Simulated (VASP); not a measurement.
TaGa2, 3 atoms in the cell. It takes space group Fm-3m (No. 225, cubic). Conventional cell: a = 5.848 Å, b = 5.848 Å, c = 5.848 Å, α = 90.00°, β = 90.00°, γ = 90.00°. Ta (site symmetry m-3m) has 8 Ga at 2.53 Å within 3.3 Å. Ga (site symmetry -43m) has 4 Ta at 2.53 Å and 6 Ga at 2.92 Å within 3.3 Å. 

```yaml
Program: VASP 6.6.1
Task: relaxation of cell and atoms
Functional: PBE
Potentials_or_basis: VASP PAW PBE potentials, release 64 (Ta_pv, Ga_d)
Cutoff: 600 eV
k_mesh: 6 × 6 × 6
Occupations: gaussian, width 0.1 eV
Spin: no spin polarisation
Dipole_correction: no
Further_INCAR_settings: ALGO = Fast; EDIFF = 1e-06; IBRION = 2; EDIFFG = -0.04; NSW = 90; ISIF = 3
```

Potentials or basis: VASP PAW PBE potentials, release 64 (Ta_pv, Ga_d).

Launch:

```bash
$ cat potpaw_PBE.64/Ta_pv/POTCAR potpaw_PBE.64/Ga_d/POTCAR > POTCAR
$ mpirun -np 1 vasp_std > vasp.out
```

Hardware: 1 thread of Intel(R) Xeon(R) Platinum 8259CL CPU @ 2.50GHz (Skylake/Cascade Lake), with other jobs on the host.

Task: Estimate the wall time of this run.

Result: Wall time 2.8 min on 1 thread of Intel(R) Xeon(R) Platinum 8259CL CPU @ 2.50GHz (Skylake/Cascade Lake) (shared host), peak memory 0.22 GiB. Counts: scf iterations 78, k points 16, ion steps 4.
